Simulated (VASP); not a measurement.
Input of a VASP 6.6.1 run:

INCAR

```
SYSTEM = Te2As3
ALGO = Normal
EDIFF = 1E-6
EDIFFG = -0.04
ENCUT = 600
GGA = PE
IBRION = 2
ISIF = 3
ISMEAR = 0
LASPH = .TRUE.
LCHARG = .FALSE.
LREAL = .FALSE.
LWAVE = .FALSE.
NELM = 60
NSW = 90
PREC = Accurate
SIGMA = 0.1
```

File KPOINTS:

```
k-points
0
G
  6 6 4
  0 0 0
```

Contents of POSCAR:

```
Te2As3
1.0
    4.9844579400      0.0000000000      0.0000000000
   -2.4922289700      4.3166672000      0.0000000000
    0.0000000000      0.0000000000      6.3564545600
Te As
2 3
Direct
    0.3333333300      0.6666666700      0.1991098700
    0.6666666700      0.3333333300      0.8008901300
    0.3333333300      0.6666666700      0.6736396600
    0.6666666700      0.3333333300      0.3263603400
    0.0000000000      0.0000000000      0.0000000000
```

Potentials or basis: VASP PAW PBE potentials, release 64 (Te, As).

Run with:

```sh
$ cat potpaw_PBE.64/Te/POTCAR potpaw_PBE.64/As/POTCAR > POTCAR
$ mpirun -np 1 vasp_std > vasp.out
```

Q: What does it give for the relaxed cell?

A: a = 5.137 Å, b = 5.137 Å, c = 5.930 Å, α = 90.00°, β = 90.00°, γ = 120.00°.

Q: Predict the space group after relaxing (to 0.1 Å).

A: P-3m1 (No. 164).

Q: Estimate the relaxed volume.

A: 27.11 Å³/atom.

Forces in eV/Å, atoms in the order of the input:
```
Te   0.000  0.000  0.001
Te   0.000  0.000 -0.001
As   0.000  0.000  0.021
As   0.000  0.000 -0.021
As   0.000  0.000  0.000
```

Caveat: the highest band is partly filled, so the run has too few bands.
